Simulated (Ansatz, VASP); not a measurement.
Two plane-wave programs on GaSb

INCAR

```
  PREC = Accurate
  ENCUT = 520
  EDIFF = 1E-7
  ISMEAR = -1
  SIGMA = 0.02
  LREAL = F
  LASPH = T
  NELM = 80
  ALGO = Normal
  ISIF = 2
  LWAVE = F
  LCHARG = T
  GGA = PE
  LELF = T
  LVHAR = T
  NBANDS = 16
```

The input KPOINTS:

```
regular mesh
0
Gamma
  8 8 8
```

The input POSCAR:

```
GaSb
1.0
    0.0000000000      3.0658788000      3.0658788000
    3.1885139520      0.0000000000      3.0658788000
    3.1885139520      3.0658788000      0.0000000000
Ga Sb
1 1
Direct
    0.0000000000      0.0000000000      0.0000000000
    0.2500000000      0.2500000000      0.2500000000
```

Input for Ansatz:

```yaml
crystal:
  lattice:
    - [0.0, 3.0658788, 3.0658788]
    - [3.188513952, 0.0, 3.0658788]
    - [3.188513952, 3.0658788, 0.0]
  atoms:
    - { symbol: Ga, position: [0.0, 0.0, 0.0] }
    - { symbol: Sb, position: [0.25, 0.25, 0.25] }
kpoints:
  mp_grid: { grid: [8, 8, 8] }
  band_path:
    path:
      - [0.0, 0.0, 0.0]
      - [-0.5, -0.5, 0.0]
      - [-0.375, -0.375, 0.25]
      - [-0.375, 0.0, 0.375]
      - [0.0, 0.0, 0.5]
      - [-0.5, -0.25, 0.25]
    npoints: 1
hamiltonian:
  xc: pbe
scf:
  occupations: { method: fermi_dirac, width: 0.02 }
  n_extra_bands: 4
output:
  forces: true
  stress: true
  eigenvalues: true
```

Change from the starting cell: uniaxial_x strain +4.0%.

Alike in both runs: task single point; functional PBE; k mesh 8 × 8 × 8; occupations fermi-dirac, width 0.02 eV; no spin polarisation.

```csv
,VASP,Ansatz
version,VASP 6.6.1,Ansatz 0.2.0
potentials or method,"VASP PAW PBE potentials, release 64 (Ga_d, Sb)","plane waves, PAW"
plane-wave cutoff (eV),520,420
valence electrons in the cell,18,28
```

```tsv
	VASP	Ansatz	Ansatz less VASP
pressure (GPa)	0.1	0.0	-0.07
traceless stress, the component that is largest in VASP (GPa)	-1.16	-1.17	-0.002
```

VASP's potentials hold 18 valence electrons a cell and Ansatz's 28, so a difference there can come from the potentials and not from the codes.

Neither program's run includes spin-orbit coupling.
